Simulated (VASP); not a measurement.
Here is a VASP 6.6.1 calculation.

Contents of INCAR:

```
  ALGO = Normal
  EDIFF = 1E-6
  ENCUT = 550
  GGA = PE
  GGA_COMPAT = False
  ISIF = 2
  ISMEAR = 0
  LASPH = True
  LCHARG = False
  LREAL = False
  LWAVE = False
  NBANDS = 20
  NELM = 120
  PREC = Accurate
  SIGMA = 0.1
```

Contents of KPOINTS:

```
k-points
0
Gamma
  12 12 12
```

Contents of POSCAR:

```
HgH3
1.0
    3.7079524500      0.0000000000      0.0000000000
   -1.8539762250      3.2111810178      0.0000000000
    0.0000000000      0.0000000000      3.7108567430
Hg H
1 3
Direct
    0.0000000000      0.0000000000      0.0000000000
    0.3333333333      0.6666666667      0.0000000000
    0.6666666667      0.3333333333      0.0000000000
    0.0000000000      0.0000000000      0.5000000000
```

Potentials or basis: VASP PAW PBE potentials, release 64 (Hg_sv_GW, H).

Command:

```bash
$ cat potpaw_PBE.64/Hg_sv_GW/POTCAR potpaw_PBE.64/H/POTCAR > POTCAR
$ mpirun -np 1 vasp_std > vasp.out
```

Q: What does it give for the pressure?

A: -0.2 GPa.

Q: Predict the band gap on the k mesh.

A: Zero (an odd number of electrons rules out a gap without spin polarisation).

Stress tensor (GPa, compression positive):
```
-0.26  0.00  0.00
 0.00 -0.26  0.00
 0.00  0.00 -0.18
```

Caveat: spin-orbit coupling is left out, which moves the levels of the heavy elements.
